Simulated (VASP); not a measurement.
A run of VASP 6.6.1 is set up as follows.

The input INCAR:

```
  PREC = Accurate
  ENCUT = 520
  EDIFF = 1E-7
  ISMEAR = 0
  SIGMA = 0.15
  LREAL = False
  LASPH = True
  NELM = 60
  ALGO = Normal
  ISIF = 2
  LWAVE = False
  LCHARG = False
  NBANDS = 14
```

Contents of KPOINTS:

```
Automatic mesh
0
Gamma
  16 16 16
```

Contents of POSCAR:

```
ZrB
1.0
    0.0000000000      2.4153850465      2.3267404153
    2.3025865648      0.0000000000      2.3267404153
    2.3025865648      2.4153850465      0.0000000000
Zr B
1 1
Direct
    0.0000000000      0.0000000000      0.0000000000
    0.5000000000      0.5000000000      0.5000000000
```

Potentials or basis: VASP PAW LDA potentials, release 64 (Zr_sv, B).

Launch:

```bash
$ cat potpaw_LDA.64/Zr_sv/POTCAR potpaw_LDA.64/B/POTCAR > POTCAR
$ mpirun -np 1 vasp_std > vasp.out
```

(1) Predict the pressure.

Answers

(1) 18.8 GPa.

Caveat: the cell differs from its parent crystal (normal strain along x -0.0467, normal strain along z -0.0367).
